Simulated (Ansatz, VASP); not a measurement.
# One calculation of Te, two programs

INCAR

```
PREC     = Accurate       # precision mode
ENCUT    = 520            # plane-wave cutoff, eV
EDIFF    = 1E-7           # SCF threshold, eV
ISMEAR   = 0              # smearing method
SIGMA    = 0.15           # smearing width, eV
LREAL    = False          # projectors in reciprocal space
LASPH    = True           # aspherical terms in the spheres
NELM     = 80             # most SCF steps
ALGO     = Normal         # electronic algorithm
ISIF     = 2              # what is computed and relaxed
LWAVE    = False          # write WAVECAR
LCHARG   = False          # write CHGCAR
GGA      = PE             # functional
NBANDS   = 9              # bands
```

The input KPOINTS:

```
Automatic mesh
0
Gamma
  15 15 15
```

The input POSCAR:

```
Te
1.0
    2.2322948646      1.2888160410      1.7431246499
   -2.2322948646      1.2888160410      1.7431246499
    0.0000000000     -2.5776320820      1.7431246500
Te
1
Direct
    0.5000000000      0.5000000000      0.5000000000
```

Input for Ansatz:

```yaml
crystal:
  lattice:
    - [2.2322948646, 1.288816041, 1.7431246499]
    - [-2.2322948646, 1.288816041, 1.7431246499]
    - [0.0, -2.577632082, 1.74312465]
  atoms:
    - { symbol: Te, position: [0.5, 0.5, 0.5] }
basis:
  ecutwfc: 420
kpoints:
  mp_grid: { grid: [15, 15, 15] }
hamiltonian:
  xc: pbe
scf:
  occupations: { method: gaussian, width: 0.15 }
output:
  forces: true
  stress: true
  eigenvalues: true
```

Alike in both runs: task single point; functional PBE; k mesh 15 × 15 × 15; occupations gaussian, width 0.15 eV; no spin polarisation.

```csv
,VASP,Ansatz
version,VASP 6.6.1,Ansatz 0.2.0
potentials or method,"VASP PAW PBE potentials, release 64 (Te), cutoff 520 eV","scalar-relativistic, plane waves, PAW"
valence electrons in the cell,6,16
```

|  | VASP | Ansatz | Ansatz less VASP |
| --- | --- | --- | --- |
| gap on the k mesh at the Fermi level (eV) | none | none | - |
| pressure (GPa) | 5.0 | 5.1 | +0.03 |
| traceless stress, the component that is largest in VASP (GPa) | -0.13 | -0.13 | +0.002 |

A gap of «none» marks a metal or a gap that the smearing closes. VASP's potentials hold 6 valence electrons a cell and Ansatz's 16, so a difference there can come from the potentials and not from the codes.

Neither program's run includes spin-orbit coupling.
